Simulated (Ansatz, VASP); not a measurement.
# One calculation of Hf, two programs

INCAR

```
PREC = Accurate ; ENCUT = 520
EDIFF = 1E-6 ; ISMEAR = 0
SIGMA = 0.1 ; LREAL = False
LASPH = True ; NELM = 60
ALGO = Fast ; ISIF = 2
LWAVE = False ; LCHARG = False
GGA = PE ; NBANDS = 17
```

The input KPOINTS:

```
regular mesh
0
Gamma
  12 12 7
```

POSCAR

```
Hf
1.0
    3.0950015819      0.0000000000      0.0000000000
   -1.5475007910      2.6803499947      0.0000000000
    0.0000000000      0.0000000000      5.2020928068
Hf
2
Direct
    0.6666666667      0.3333333333      0.2500000000
    0.3333333333      0.6666666667      0.7500000000
```

Input for Ansatz:

```yaml
crystal:
  lattice:
    - [3.0950015819, 0.0, 0.0]
    - [-1.547500791, 2.6803499947, 0.0]
    - [0.0, 0.0, 5.2020928068]
  atoms:
    - { symbol: Hf, position: [0.6666666667, 0.3333333333, 0.25] }
    - { symbol: Hf, position: [0.3333333333, 0.6666666667, 0.75] }
basis:
  ecutwfc: 420
kpoints:
  mp_grid: { grid: [12, 12, 7] }
hamiltonian:
  xc: pbe
scf:
  occupations: { method: gaussian, width: 0.1 }
output:
  forces: true
  stress: true
  eigenvalues: true
  write_density: true
  write_potential: true
  elf: true
  volumetric_format: npy
```

Change from the starting cell: band edges of the strained film's bulk.

Alike in both runs: task single point; functional PBE; k mesh 12 × 12 × 7; occupations gaussian, width 0.1 eV; no spin polarisation.

```csv
,VASP,Ansatz
version,VASP 6.6.1,Ansatz 0.2.0
potentials or method,"VASP PAW PBE potentials, release 64 (Hf_pv), cutoff 520 eV","scalar-relativistic, plane waves, PAW"
valence electrons in the cell,20,52
```

|  | VASP | Ansatz | Ansatz less VASP |
| --- | --- | --- | --- |
| gap on the k mesh at the Fermi level (eV) | none | none | - |
| pressure (GPa) | 4.6 | 5.0 | +0.42 |
| traceless stress, the component that is largest in VASP (GPa) | -5.07 | -5.00 | +0.071 |

A gap of «none» marks a metal or a gap that the smearing closes. VASP's potentials hold 20 valence electrons a cell and Ansatz's 52, so a difference there can come from the potentials and not from the codes.

Neither program's run includes spin-orbit coupling.
